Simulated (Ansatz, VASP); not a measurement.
SiC in VASP and in Ansatz

```
CELL_PARAMETERS angstrom
0.00000 2.12207 2.12207
2.12207 0.00000 2.12207
2.12207 2.12207 0.00000
ATOMIC_POSITIONS crystal
Si 0.00000 0.00000 0.00000
C 0.25000 0.25000 0.25000
```

Alike in both runs: task single point; functional PBE; k mesh 10 × 10 × 10; occupations gaussian, width 0.02 eV; no spin polarisation.

|  | VASP | Ansatz |
| --- | --- | --- |
| version | VASP 6.6.1 | Ansatz 0.2.0 |
| potentials or method | VASP PAW PBE potentials, release 64 (Si, C), cutoff 600 eV | scalar-relativistic, all-electron LAPW |

VASP gave:

* gap on the k mesh at the Fermi level (eV): 1.28
* least direct gap on the mesh (eV): 4.62
* pressure (GPa): 23.8

**Question.** Which values does Ansatz return?

**Answer.** gap on the k mesh at the Fermi level (eV): 1.28; least direct gap on the mesh (eV): 4.62; pressure (GPa): 24.1.

Ansatz ran all-electron here, and VASP with PAW potentials.
